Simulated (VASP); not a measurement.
# CuSi16H4 in VASP: notebook, part 2 of 2

VASP 6.6.1.

## 3. Single point, PBEsol, collinear spin

File INCAR:

```
SYSTEM = CuSi16H4
ALGO     = Normal         ! electronic algorithm
EDIFF    = 1E-6           ! SCF threshold, eV
ENCUT    = 520            ! plane-wave cutoff, eV
GGA      = PS             ! functional
ISIF     = 2              ! what is computed and relaxed
ISMEAR   = -1             ! smearing method
ISPIN    = 2              ! spin polarisation
LASPH    = .TRUE.         ! aspherical terms in the spheres
LCHARG   = .FALSE.        ! write CHGCAR
LMAXMIX  = 4              ! l up to which the mixer works
LORBIT   = 11             ! projections on sites
LREAL    = Auto         
LWAVE    = .FALSE.        ! write WAVECAR
MAGMOM   = 0 0 0 0 0 0 0 0 0.06 0 0 0 0 0 0 0 0.22 0 0.22 0.22 0 ! initial moments
NBANDS   = 60             ! bands
NELM     = 150            ! most SCF steps
PREC     = Accurate       ! precision mode
SIGMA    = 0.05           ! smearing width, eV
```

File KPOINTS:

```
k-points
0
G
  2 2 1
  0 0 0
```

File POSCAR:

```
CuSi16H4
1.0
    7.6791800000      0.0000000000      0.0000000000
    3.8395900000      6.6503650000      0.0000000000
    0.0000000000      0.0000000000     17.4187650000
H Si Cu
4 16 1
Direct
    0.1666666792      0.1666666416      0.0574093514
    0.6666666792      0.1666666416      0.0574093514
    0.1666666416      0.6666667168      0.0574093514
    0.6666666416      0.6666667168      0.0574093514
    0.1666666792      0.1666666416      0.1435233784
    0.6666666792      0.1666666416      0.1435233784
    0.1666666416      0.6666667168      0.1435233784
    0.6666666416      0.6666667168      0.1435233784
   -0.1672531135      0.3330516445      0.1882259161
    0.3338292513      0.3330853269      0.1892652550
   -0.1672530755      0.8342014310      0.1882259161
    0.3326369488      0.8336814596      0.1823028211
   -0.2074695387      0.3530798685      0.3253389663
    0.3286249686      0.3356875901      0.3263742866
   -0.2074695400      0.8543896463      0.3253389663
    0.3318795313      0.8340602358      0.3145276947
   -0.0159765408      0.0079882833      0.3242156376
    0.4684627211      0.0101465108      0.3798046532
   -0.0193710232      0.5096855586      0.3274538120
    0.4684628010      0.5213907808      0.3798046532
    0.4632727003      0.7683636913      0.4516498156
```

Potentials or basis: VASP PAW PBE potentials, release 64 (H, Si, Cu).

On the command line:

```
$ cat potpaw_PBE.64/H/POTCAR potpaw_PBE.64/Si/POTCAR potpaw_PBE.64/Cu/POTCAR > POTCAR
$ mpirun -np 1 vasp_std > vasp.out
```

OUTCAR:

```text
SYSTEM = CuSi16H4
   EDIFF = 1E-6
   ENCUT = 520
   GGA = PS
   ISIF = 2
   ISMEAR = -1
   ISPIN = 2
   LASPH = .TRUE.
   LORBIT = 11
   LREAL = Auto
   NELM = 150
   PREC = Accurate

 ion  position               nearest neighbor table
   1  0.167  0.167  0.057-   5 1.50
   2  0.667  0.167  0.057-   6 1.50
   3  0.167  0.667  0.057-   7 1.50
   4  0.667  0.667  0.057-   8 1.50
   5  0.167  0.167  0.144-   1 1.50  12 2.32   9 2.35  10 2.36
   6  0.667  0.167  0.144-   2 1.50   9 2.34  11 2.34  10 2.35
   7  0.167  0.667  0.144-   3 1.50  12 2.32  11 2.35  10 2.36
   8  0.667  0.667  0.144-   4 1.50  12 2.32  11 2.35   9 2.35
   9  0.833  0.333  0.188-   6 2.34   8 2.35   5 2.35  13 2.40
  10  0.334  0.333  0.189-   6 2.35   5 2.36   7 2.36  14 2.39
  11  0.833  0.834  0.188-   6 2.34   8 2.35   7 2.35  15 2.40
  12  0.333  0.834  0.182-  16 2.30   7 2.32   5 2.32   8 2.32
  13  0.793  0.353  0.325-  19 2.30  17 2.30  20 2.36   9 2.40
  14  0.329  0.336  0.326-  19 2.31  20 2.36  18 2.36  10 2.39
  15  0.793  0.854  0.325-  19 2.30  17 2.30  18 2.36  11 2.40
  16  0.332  0.834  0.315-  12 2.30  17 2.32  20 2.37  18 2.37  21 2.54
  17  0.984  0.008  0.324-  13 2.30  15 2.30  16 2.32
  18  0.468  0.010  0.380-  21 2.26  15 2.36  14 2.36  16 2.37
  19  0.981  0.510  0.327-  15 2.30  13 2.30  14 2.31
  20  0.468  0.521  0.380-  21 2.26  13 2.36  14 2.36  16 2.37
  21  0.463  0.768  0.452-  18 2.26  20 2.26  16 2.54

  LATTYP: Found a hexagonal cell.
 ALAT       =     7.6791800344
 C/A-ratio  =     2.2683105386

  Lattice vectors:

 A1 = (  -3.8395900000,  -6.6503650000,   0.0000000000)
 A2 = (   7.6791800000,   0.0000000000,   0.0000000000)
 A3 = (   0.0000000000,   0.0000000000,  17.4187650000)

Analysis of symmetry for initial positions (statically):
=====================================================================
 Subroutine PRICEL returns:
 Original cell was already a primitive cell.

 Routine SETGRP: Setting up the symmetry group for a
 hexagonal supercell.

 Subroutine GETGRP returns: Found  2 space group operations
 (whereof  2 operations were pure point group operations)
 out of a pool of 24 trial point group operations.

The static configuration has the point symmetry C_1h.

Analysis of symmetry for dynamics (positions and initial velocities):
=====================================================================
 Subroutine PRICEL returns:
 Original cell was already a primitive cell.

 Routine SETGRP: Setting up the symmetry group for a
 hexagonal supercell.

 Subroutine GETGRP returns: Found  2 space group operations
 (whereof  2 operations were pure point group operations)
 out of a pool of 24 trial point group operations.

The dynamic configuration has the point symmetry C_1h.

Analysis of structural, dynamic, and magnetic symmetry:
=====================================================================
 Subroutine PRICEL returns:
 Original cell was already a primitive cell.

 Routine SETGRP: Setting up the symmetry group for a
 hexagonal supercell.

 Subroutine GETGRP returns: Found  1 space group operations
 (whereof  1 operations were pure point group operations)
 out of a pool of 24 trial point group operations.

The overall configuration has the point symmetry C_1 .

 Subroutine INISYM returns: Found  1 space group operations
[... 124 lines left out ...]
   PSTRESS=    0.0 pullay stress
   NELECT =      79.0000    total number of electrons
   NUPDOWN=      -1.0000    fix difference up-down
   EMIN   =  10.00;   EMAX   =-10.00  energy-range for DOS
   EFERMI =   0.00;   METHOD = LEGACY
   ISMEAR =    -1;   SIGMA  =   0.05  broadening in eV -4-tet -1-fermi 0-gaus
   EFERMI_NEDOS =   21; number of points for ismear=-14 and -15
   IALGO  =     38    algorithm
   IMIX   =      4    mixing-type and parameters
     AMIX     =   0.40;   BMIX     =  1.00
     AMIX_MAG =   1.60;   BMIX_MAG =  1.00
  volume/ion in A,a.u.               =      42.36       285.86
  Fermi-wavevector in a.u.,A,eV,Ry     =   0.730395  1.380247  7.258399  0.533477
  Thomas-Fermi vector in A             =   1.822355
   LORBIT       =     11    0 simple, 1 ext, 2 COOP (PROOUT), +10 PAW based schemes
   GGA     = PS    functional components
   LHFCALC =     F    Hartree Fock is set to
   AEXX    =    0.0000 exact exchange contribution
   IVDW    =     0    specifies the selected vdW correction
   LEPSILON=     F    determine dielectric tensor
   LRPA    =     F    only Hartree local field effects (RPA)
 spin polarized calculation
  energy-cutoff  :      520.00
  volume of cell :      889.57
 maximum number of plane-waves:     23990
 NGX is ok and might be reduce to    60
   NGX = 29   NGY = 29   NGZ = 65

 number of electron      79.0000000 magnetization       0.0002504

 Free energy of the ion-electron system (eV)
  ---------------------------------------------------
  ext. energy  EPLUGINS =         0.00000000
  ---------------------------------------------------
  free energy    TOTEN  =      -102.55742539 eV

  energy without entropy =     -102.52442165  energy(sigma->0) =     -102.54092352

 E-fermi :  -0.4563     XC(G=0):  -4.5666

 val. band max:       -0.5089950120   @ k =   0.0000   0.0000   0.0000
 cond. band min:      -0.3922535540   @ k =   0.5000  -0.0000   0.0000
 fundamental gap:      0.1167414580
 Fermi energy:        -0.4563325554

 spin component 1

 k-point     1 :       0.0000    0.0000    0.0000
  band No.  band energies     occupation
      1     -12.3740      1.00000
      2     -11.0034      1.00000
      3     -10.2142      1.00000
      4     -10.0963      1.00000
      5     -10.0555      1.00000
      6      -9.3447      1.00000
[... 205 lines left out ...]
     50       2.5927      0.00000
     51       2.9410      0.00000
 Fermi energy:        -0.4563325554

 spin component 2

 k-point     1 :       0.0000    0.0000    0.0000
  band No.  band energies     occupation
      1     -12.3739      1.00000
      2     -11.0033      1.00000
      3     -10.2142      1.00000
      4     -10.0963      1.00000
      5     -10.0555      1.00000
      6      -9.3446      1.00000
[... 205 lines left out ...]
     50       2.5926      0.00000
     51       2.9410      0.00000
 [bands above 51 left out]

------------------------ aborting loop because EDIFF is reached ----------------------------------------

  FORCE on cell =-STRESS in cart. coord.  units (eV):
  Direction    XX          YY          ZZ          XY          YZ          ZX
  --------------------------------------------------------------------------------------
  -------------------------------------------------------------------------------------
  Total        2.1644217      2.5473991      1.0161407      0.3317526     -0.0980227      0.1697902
  in kB        3.8982956      4.5880683      1.8301503      0.5975128     -0.1765467      0.3058057
  external PRESSURE =       3.4388381 kB  Pullay stress =       0.0000000 kB

 VOLUME and BASIS-vectors are now :
 -----------------------------------------------------------------------------
  energy-cutoff  :      520.00
  volume of cell :      889.57
      direct lattice vectors                 reciprocal lattice vectors
     7.679180000  0.000000000  0.000000000     0.130222237 -0.075183843  0.000000000
     3.839590000  6.650365000  0.000000000     0.000000000  0.150367687  0.000000000
     0.000000000  0.000000000 17.418765000     0.000000000  0.000000000  0.057409351

 POSITION                                       TOTAL-FORCE (eV/Angst)
 -----------------------------------------------------------------------------------
      1.91979      1.10839      1.00000        -0.028375      0.164104     -0.138447
      5.75938      1.10839      1.00000        -0.036427      0.021030     -0.183101
      3.83959      4.43358      1.00000        -0.156306     -0.057479     -0.138447
      7.67918      4.43358      1.00000         0.075733     -0.043725     -0.195328
      1.91979      1.10839      2.50000         0.095072      0.164999      0.251952
      5.75938      1.10839      2.50000         0.006054     -0.003496      0.144350
[... 13 lines left out ...]
      5.59934      3.46744      6.61573        -0.013322     -0.018502      0.005869
      6.50776      5.10990      7.86718        -0.006668      0.003862      0.018598
 -----------------------------------------------------------------------------------
    total drift:                                0.003835     -0.002195     -0.010495

  FREE ENERGIE OF THE ION-ELECTRON SYSTEM (eV)
  ---------------------------------------------------
  free  energy   TOTEN  =      -102.5574253924 eV

  energy  without entropy=     -102.5244216476  energy(sigma->0) =     -102.54092352

 total charge

# of ion       s       p       d       tot
------------------------------------------
    1        0.547   0.013   0.000   0.561
    2        0.549   0.013   0.000   0.563
    3        0.547   0.013   0.000   0.561
    4        0.550   0.013   0.000   0.563
    5        0.739   0.975   0.000   1.714
    6        0.748   0.970   0.000   1.719
[... 13 lines left out ...]
   20        0.770   0.902   0.000   1.672
   21        0.480   0.250   9.253   9.983
--------------------------------------------------
tot         14.779  15.236   9.253  39.268

 magnetization (x)

# of ion       s       p       d       tot
------------------------------------------
    1       -0.000  -0.000   0.000  -0.000
    2        0.000   0.000   0.000   0.000
    3       -0.000  -0.000   0.000  -0.000
    4        0.000   0.000   0.000   0.000
    5       -0.000  -0.000   0.000  -0.000
    6        0.000   0.000   0.000   0.000
[... 13 lines left out ...]
   20        0.000  -0.000   0.000  -0.000
   21        0.000   0.000   0.000   0.000
--------------------------------------------------
tot          0.000   0.000   0.000   0.000
```

Run time: 28 min. Hardware: 1 thread of Intel Xeon Platinum 8488C (Sapphire Rapids), shared host; peak memory 1.5 GiB.

Results:

```yaml
Free_energy: -102.5574 eV
Largest_force: 0.316 eV/Å
Net_moment: 0.00 μB per cell
Valence_electrons_inside_the_program's_atomic_spheres: H 0.56; Si 1.71, 1.72, 1.68, 1.73, 1.69, 1.67, 1.66 (each value once); Cu 9.98
```

Forces in eV/Å, atoms in the order of the input:
```
H   -0.028  0.164 -0.138
H   -0.036  0.021 -0.183
H   -0.156 -0.057 -0.138
H    0.076 -0.044 -0.195
Si   0.095  0.165  0.252
Si   0.006 -0.003  0.144
Si  -0.095 -0.165  0.252
Si   0.162 -0.093 -0.048
Si  -0.003  0.009  0.004
Si  -0.006  0.003  0.009
Si  -0.009 -0.001  0.004
Si   0.001 -0.001  0.007
Si   0.019  0.014  0.010
Si   0.004 -0.002 -0.016
Si  -0.002 -0.024  0.010
Si  -0.004  0.002 -0.015
Si   0.002 -0.001  0.014
Si   0.009  0.021  0.006
Si  -0.014  0.008 -0.003
Si  -0.013 -0.019  0.006
Cu  -0.007  0.004  0.019
```

Levels at points of the mesh, in eV from the Fermi level:
Spin up:
```tsv
k point	band 37	band 38	band 39	band 40	band 41	band 42
(0.00, 0.00, 0.00)	-0.93	-0.64	-0.60	-0.37	-0.05	0.72
(0.50, 0.00, 0.00)	-1.01	-0.86	-0.85	0.06	0.39	1.22
(0.50, 0.50, 0.00)	-1.14	-0.82	-0.82	0.20	0.30	1.52
(0.00, 0.50, 0.00)	-1.14	-0.82	-0.82	0.20	0.30	1.52
```
Spin down:
```csv
k point,band 36,band 37,band 38,band 39,band 40,band 41,band 42,band 43
"(0.00, 0.00, 0.00)",-1.03,-0.93,-0.64,-0.60,-0.37,-0.05,0.72,0.85
"(0.50, 0.00, 0.00)",-1.21,-1.01,-0.86,-0.85,0.06,0.39,1.22,1.41
"(0.50, 0.50, 0.00)",-1.19,-1.14,-0.82,-0.82,0.20,0.30,1.52,1.63
"(0.00, 0.50, 0.00)",-1.19,-1.14,-0.82,-0.82,0.20,0.30,1.52,1.63
```

Caveat: the k points lie up to 0.47 Å⁻¹ apart; there is no dipole correction, which matters where the two faces differ; the PAW data sets were made with another functional, which shifts forces and pressure a little.
